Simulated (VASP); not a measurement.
Write the native input for VASP 6.6.1 that does the following.

- Task: single point
- Functional: PBEsol
- Potentials or basis: VASP PAW PBE potentials, release 64 (P)
- Cutoff: 520 eV
- k mesh: 12 × 12 × 12
- Occupations: fermi-dirac, width 0.08 eV
- Spin: no spin polarisation
- Dipole correction: no
- Further INCAR settings: ALGO = Normal; EDIFF = 1e-07; NBANDS = 12

The structure of P lies in POSCAR:

```
P
1.0
    0.0000000000      2.6937977110      2.6937977110
    2.6937977110      0.0000000000      2.6937977110
    2.6937977110      2.6937977110      0.0000000000
P
2
Direct
   -0.1250000000     -0.1250000000     -0.1250000000
    0.1250000000      0.1250000000      0.1250000000
```

This isn't the form of P at room conditions, which is orthorhombic.

One way to write it, as run:

INCAR

```
SYSTEM = P
  ALGO = Normal
  EDIFF = 1E-7
  ENCUT = 520
  GGA = PS
  ISIF = 2
  ISMEAR = -1
  LASPH = .True.
  LCHARG = .True.
  LELF = .True.
  LREAL = .False.
  LVHAR = .True.
  LWAVE = .False.
  NBANDS = 12
  NELM = 80
  PREC = Accurate
  SIGMA = 0.08
```

KPOINTS

```
k-points
0
Gamma
  12 12 12
  0 0 0
```

Potentials or basis: VASP PAW PBE potentials, release 64 (P).

Command:

```bash
$ cat potpaw_PBE.64/P/POTCAR > POTCAR
$ mpirun -np 1 vasp_std > vasp.out
```

Results of the run:

| Quantity | Value |
| --- | --- |
| Pressure | 0.1 GPa |
| Band gap on the k mesh | zero (bands 5 and 6 overlap by 3.02 eV) |

Caveat: the PAW data sets were made with another functional, which shifts forces and pressure a little.

It took 43 s on 1 thread of Intel Xeon 8259CL, with other jobs on the host, peak memory 0.16 GiB.
